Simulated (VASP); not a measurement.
# ZrB in VASP: further runs

Runs on ZrB. Level: PBEsol. Tasks: single point.

All numbers are computed with VASP 6.6.1; they aren't measurements. Logs are shortened: lines on timing, memory, paths and dates and some standing lists are left out, and cuts for length are marked.

## (1) The cell of the first run

Symmetry: Fm-3m, No. 225, cubic system. Conventional cell: a = 4.511 Å, b = 4.511 Å, c = 4.511 Å, α = 90.00°, β = 90.00°, γ = 90.00°. Zr (site symmetry m-3m) has 6 B at 2.26 Å within 3.0 Å. B (site symmetry m-3m) has 6 Zr at 2.26 Å within 3.0 Å.

## (2) Single point, PBEsol (strain -0.030 along x and y, -0.030 along z)

Contents of INCAR:

```
PREC = Accurate
ENCUT = 520
EDIFF = 1E-6
ISMEAR = 0
SIGMA = 0.15
LREAL = F
LASPH = T
NELM = 60
ALGO = Normal
ISIF = 2
LWAVE = F
LCHARG = F
GGA = PS
NBANDS = 14
```

Contents of KPOINTS:

```
regular mesh
0
Gamma
  18 18 18
```

Contents of POSCAR:

```
ZrB
1.0
    0.0000000000      2.2552500000      2.2552500000
    2.2552500000      0.0000000000      2.2552500000
    2.2552500000      2.2552500000      0.0000000000
Zr B
1 1
Direct
    0.0000000000      0.0000000000      0.0000000000
    0.5000000000      0.5000000000      0.5000000000
```

Potentials or basis: VASP PAW PBE potentials, release 64 (Zr_sv, B).

The run is started by

```bash
$ cat potpaw_PBE.64/Zr_sv/POTCAR potpaw_PBE.64/B/POTCAR > POTCAR
$ mpirun -np 1 vasp_std > vasp.out
```

OUTCAR:

```text
PREC = Accurate
   ENCUT = 520
   EDIFF = 1E-6
   ISMEAR = 0
   LREAL = F
   LASPH = T
   NELM = 60
   ISIF = 2
   GGA = PS

 ion  position               nearest neighbor table
   1  0.000  0.000  0.000-   2 2.26   2 2.26   2 2.26   2 2.26   2 2.26   2 2.26
   2  0.500  0.500  0.500-   1 2.26   1 2.26   1 2.26   1 2.26   1 2.26   1 2.26

  LATTYP: Found a face centered cubic cell.
 ALAT       =     4.5105000000

  Lattice vectors:

 A1 = (   0.0000000000,   2.2552500000,   2.2552500000)
 A2 = (   2.2552500000,   0.0000000000,   2.2552500000)
 A3 = (   2.2552500000,   2.2552500000,   0.0000000000)

Analysis of symmetry for initial positions (statically):
=====================================================================
 Subroutine PRICEL returns:
 Original cell was already a primitive cell.

 Routine SETGRP: Setting up the symmetry group for a
 face centered cubic supercell.

 Subroutine GETGRP returns: Found 48 space group operations
 (whereof 48 operations were pure point group operations)
 out of a pool of 48 trial point group operations.

The static configuration has the point symmetry O_h .

Analysis of symmetry for dynamics (positions and initial velocities):
=====================================================================
 Subroutine PRICEL returns:
 Original cell was already a primitive cell.

 Routine SETGRP: Setting up the symmetry group for a
 face centered cubic supercell.

 Subroutine GETGRP returns: Found 48 space group operations
 (whereof 48 operations were pure point group operations)
 out of a pool of 48 trial point group operations.

The dynamic configuration has the point symmetry O_h .

 Subroutine INISYM returns: Found 48 space group operations
 (whereof 48 operations are pure point group operations),
 and found     1 'primitive' translations

----------------------------------------------------------------------------------------

                                     Primitive cell

  volume of cell :      22.9411

  direct lattice vectors                    reciprocal lattice vectors
     0.000000000  2.255250000  2.255250000    -0.221704911  0.221704911  0.221704911
     2.255250000  0.000000000  2.255250000     0.221704911 -0.221704911  0.221704911
     2.255250000  2.255250000  0.000000000     0.221704911  0.221704911 -0.221704911

  length of vectors
     3.189405137  3.189405137  3.189405137     0.384004170  0.384004170  0.384004170

  position of ions in fractional coordinates (direct lattice)
     0.000000000  0.000000000  0.000000000
     0.500000000  0.500000000  0.500000000

  ion indices of the primitive-cell ions
   primitive index   ion index
                 1           1
                 2           2

----------------------------------------------------------------------------------------

 KPOINTS: regular mesh

Automatic generation of k-mesh.
 Grid dimensions read from file:
 generate k-points for:   18   18   18

 Generating k-lattice:

  Cartesian coordinates                     Fractional coordinates (reciprocal lattice)
    -0.012316939  0.012316939  0.012316939     0.055555556  0.000000000  0.000000000
     0.012316939 -0.012316939  0.012316939     0.000000000  0.055555556  0.000000000
     0.012316939  0.012316939 -0.012316939     0.000000000  0.000000000  0.055555556

  Length of vectors
     0.021333565  0.021333565  0.021333565

  Shift w.r.t. Gamma in fractional coordinates (k-lattice)
     0.000000000  0.000000000  0.000000000

 Subroutine IBZKPT returns following result:
 ===========================================

 Found    195 irreducible k-points:

 Following reciprocal coordinates:
            Coordinates               Weight
  0.000000  0.000000  0.000000      1.000000
  0.055556  0.000000  0.000000      8.000000
  0.111111  0.000000  0.000000      8.000000
  0.166667  0.000000  0.000000      8.000000
  0.222222  0.000000  0.000000      8.000000
  0.277778  0.000000  0.000000      8.000000
[... 16 lines left out ...]
 -0.277778  0.055556  0.000000     24.000000
 -0.222222  0.055556  0.000000     24.000000
 [... further k-points ...]
   k-points           NKPTS =    195   k-points in BZ     NKDIM =    195   number of bands    NBANDS=     14
   number of dos      NEDOS =    301   number of ions     NIONS =      2
   total plane-waves  NPLWV =  13824
   dimension x,y,z NGX =    24 NGY =   24 NGZ =   24
   dimension x,y,z NGXF=    48 NGYF=   48 NGZF=   48
   ions per type =               1   1
   NGX,Y,Z   is equivalent  to a cutoff of  12.51, 12.51, 12.51 a.u.
   NGXF,Y,Z  is equivalent  to a cutoff of  25.02, 25.02, 25.02 a.u.
 SYSTEM =  unknown system
   PREC   = accura    normal or accurate (medium, high low for compatibility)
   ISTART =      0    job   : 0-new  1-cont  2-samecut
   ICHARG =      2    charge: 1-file 2-atom 10-const
   ISPIN  =      1    spin polarized calculation?
   LNONCOLLINEAR =      F non collinear calculations
   LSORBIT =      F    spin-orbit coupling
   LASPH  =      T    aspherical Exc in radial PAW
   ENCUT  =  520.0 eV  38.22 Ry    6.18 a.u.   5.93  5.93  5.93*2*pi/ulx,y,z
   NELM   =     60;   NELMIN=  2; NELMDL= -5     # of ELM steps
   EDIFF  = 0.1E-05   stopping-criterion for ELM
   LREAL  =      F    real-space projection
   EDIFFG = 0.1E-04   stopping-criterion for IOM
   NSW    =      0    number of steps for IOM
   IBRION =     -1    ionic relax: 0-MD 1-quasi-New 2-CG
   NFREE  =      0    steps in history (QN), initial steepest desc. (CG)
   ISIF   =      2    stress and relaxation
   ISYM   =      2    0-nonsym 1-usesym 2-fastsym
   POTIM  = 0.5000    time-step for ionic-motion
   TEBEG  =    0.0;   TEEND  =   0.0 temperature during run
   PSTRESS=    0.0 pullay stress
   NELECT =      15.0000    total number of electrons
   NUPDOWN=      -1.0000    fix difference up-down
   EMIN   =  10.00;   EMAX   =-10.00  energy-range for DOS
   EFERMI =   0.00;   METHOD = LEGACY
   ISMEAR =     0;   SIGMA  =   0.15  broadening in eV -4-tet -1-fermi 0-gaus
   EFERMI_NEDOS =   21; number of points for ismear=-14 and -15
   IALGO  =     38    algorithm
   IMIX   =      4    mixing-type and parameters
     AMIX     =   0.40;   BMIX     =  1.00
     AMIX_MAG =   1.60;   BMIX_MAG =  1.00
  volume/ion in A,a.u.               =      11.47        77.41
  Fermi-wavevector in a.u.,A,eV,Ry     =   1.420912  2.685135 27.470045  2.018991
  Thomas-Fermi vector in A             =   2.541777
   LORBIT       =      0    0 simple, 1 ext, 2 COOP (PROOUT), +10 PAW based schemes
   GGA     = PS    functional components
   LHFCALC =     F    Hartree Fock is set to
   AEXX    =    0.0000 exact exchange contribution
   IVDW    =     0    specifies the selected vdW correction
   LEPSILON=     F    determine dielectric tensor
   LRPA    =     F    only Hartree local field effects (RPA)
 non-spin polarized calculation
 Gauss-broadening in eV      SIGMA  =   0.15
  energy-cutoff  :      520.00
  volume of cell :       22.94
 maximum number of plane-waves:       636
   NGX = 11   NGY = 11   NGZ = 11

 number of electron      15.0000000 magnetization

 Free energy of the ion-electron system (eV)
  ---------------------------------------------------
  ext. energy  EPLUGINS =         0.00000000
  ---------------------------------------------------
  free energy    TOTEN  =       -16.02628925 eV

  energy without entropy =      -16.01412829  energy(sigma->0) =      -16.02020877

 E-fermi :   9.9006     XC(G=0): -12.7742

 val. band max:        9.9004804941   @ k =  -0.4444   0.3333   0.1111
 cond. band min:       9.9171921592   @ k =  -0.1111   0.1667   0.0556
 fundamental gap:      0.0167116651
 Fermi energy:         9.9005973429

 k-point     1 :       0.0000    0.0000    0.0000
  band No.  band energies     occupation
      1     -36.3989      2.00000
      2     -14.0752      2.00000
      3     -14.0752      2.00000
      4     -14.0752      2.00000
      5       1.4864      2.00000
      6      11.8626      0.00000
      7      11.8626      0.00000
      8      11.8626      0.00000
      9      13.9229      0.00000
     10      13.9229      0.00000
     11      13.9738      0.00000
     12      13.9738      0.00000
     13      13.9738      0.00000
     14      21.2493      0.00000

 k-point     2 :       0.0556    0.0000    0.0000
  band No.  band energies     occupation
      1     -36.3935      2.00000
      2     -14.1191      2.00000
      3     -14.0790      2.00000
      4     -14.0790      2.00000
      5       1.5841      2.00000
      6      11.5703      0.00000
      7      11.8384      0.00000
      8      11.8384      0.00000
      9      12.9882      0.00000
     10      12.9882      0.00000
     11      14.1375      0.00000
     12      15.1193      0.00000
     13      15.1193      0.00000
     14      21.4884      0.00000

 k-point     3 :       0.1111    0.0000    0.0000
  band No.  band energies     occupation
      1     -36.3780      2.00000
      2     -14.2439      2.00000
      3     -14.0900      2.00000
      4     -14.0900      2.00000
      5       1.8673      2.00000
      6      10.9148      0.00000
      7      11.4507      0.00000
      8      11.4507      0.00000
      9      12.6436      0.00000
     10      12.6436      0.00000
     11      14.4430      0.00000
     12      16.4055      0.00000
     13      16.4055      0.00000
     14      22.1679      0.00000

 k-point     4 :       0.1667    0.0000    0.0000
  band No.  band energies     occupation
      1     -36.3542      2.00000
      2     -14.4299      2.00000
      3     -14.1068      2.00000
      4     -14.1068      2.00000
      5       2.3082      2.00000
      6      10.1500      0.01871
      7      10.7134      0.00000
      8      10.7134      0.00000
      9      12.9153      0.00000
     10      12.9153      0.00000
     11      14.7334      0.00000
     12      17.7742      0.00000
     13      17.7742      0.00000
     14      23.1570      0.00000

 k-point     5 :       0.2222    0.0000    0.0000
  band No.  band energies     occupation
      1     -36.3247      2.00000
      2     -14.6508      2.00000
      3     -14.1272      2.00000
      4     -14.1272      2.00000
      5       2.8657      2.00000
      6       9.3886      2.00000
      7      10.0028      0.33517
      8      10.0028      0.33517
      9      13.4222      0.00000
     10      13.4222      0.00000
     11      15.0168      0.00000
[... 276 lines left out ...]
 k-point    22 :      -0.3333    0.0556    0.0000
  band No.  band energies     occupation
      1     -36.2514      2.00000
      2     -15.1362      2.00000
      3     -14.2233      2.00000
      4     -14.1620      2.00000
      5       4.3970      2.00000
      6       7.7160      2.00000
      7       8.7131      2.00000
      8       8.9731      2.00000
      9      14.6628      0.00000
     10      15.2357      0.00000
     11      16.3321      0.00000
     12      21.5974      0.00000
     13      21.8473      0.00000
     14      23.1685      0.00000

 k-point    23 :      -0.2778    0.0556    0.0000
  band No.  band energies     occupation
      1     -36.2795      2.00000
      2     -14.9466      2.00000
      3     -14.2065      2.00000
      4     -14.1386      2.00000
      5       3.7668      2.00000
      6       8.3515      2.00000
      7       9.0991      2.00000
      8       9.3711      2.00000
      9      13.9246      0.00000
     10      14.6546      0.00000
     11      15.7703      0.00000
     12      20.3177      0.00000
     13      21.8662      0.00000
     14      23.1222      0.00000

 k-point    24 :      -0.2222    0.0556    0.0000
  band No.  band energies     occupation
      1     -36.3106      2.00000
      2     -14.7297      2.00000
      3     -14.1839      2.00000
      4     -14.1159      2.00000
      5       3.1365      2.00000
      6       9.0644      2.00000
      7       9.6211      1.99159
      8       9.8642      1.26831
      9      13.2565      0.00000
     10      14.0913      0.00000
     11      15.3467      0.00000
     12      18.9444      0.00000
     13      20.4537      0.00000
     14      24.0240      0.00000

 [... further k-points ...]

------------------------ aborting loop because EDIFF is reached ----------------------------------------

  FORCE on cell =-STRESS in cart. coord.  units (eV):
  Direction    XX          YY          ZZ          XY          YZ          ZX
  --------------------------------------------------------------------------------------
  -------------------------------------------------------------------------------------
  Total        8.3877391      8.3877391      8.3877391     -0.0000000      0.0000000      0.0000000
  in kB      585.7892858    585.7892858    585.7892858     -0.0000000      0.0000000      0.0000000
  external PRESSURE =     585.7892858 kB  Pullay stress =       0.0000000 kB

 VOLUME and BASIS-vectors are now :
 -----------------------------------------------------------------------------
  energy-cutoff  :      520.00
  volume of cell :       22.94
      direct lattice vectors                 reciprocal lattice vectors
     0.000000000  2.255250000  2.255250000    -0.221704911  0.221704911  0.221704911
     2.255250000  0.000000000  2.255250000     0.221704911 -0.221704911  0.221704911
     2.255250000  2.255250000  0.000000000     0.221704911  0.221704911 -0.221704911

 POSITION                                       TOTAL-FORCE (eV/Angst)
 -----------------------------------------------------------------------------------
      0.00000      0.00000      0.00000         0.000000     -0.000000      0.000000
      2.25525      2.25525      2.25525        -0.000000      0.000000     -0.000000
 -----------------------------------------------------------------------------------
    total drift:                                0.000000     -0.000000     -0.000000

  FREE ENERGIE OF THE ION-ELECTRON SYSTEM (eV)
  ---------------------------------------------------
  free  energy   TOTEN  =       -16.0262892461 eV

  energy  without entropy=      -16.0141282905  energy(sigma->0) =      -16.02020877
```

Run time: 1.7 min. Hardware: 1 thread of AMD EPYC 7R13, shared host; peak memory 0.16 GiB.

What came out:

| Quantity | Value |
| --- | --- |
| Free energy | -16.0263 eV |
| Pressure | 58.6 GPa |
| Band gap on the k mesh | zero (an odd number of electrons rules out a gap without spin polarisation) |

Caveat: the cell differs from its parent crystal (strain -0.030 along x and y, -0.030 along z); the cell stands under pressure; the PAW data sets were made with another functional, which shifts forces and pressure a little.

[end of part 1 of 2]
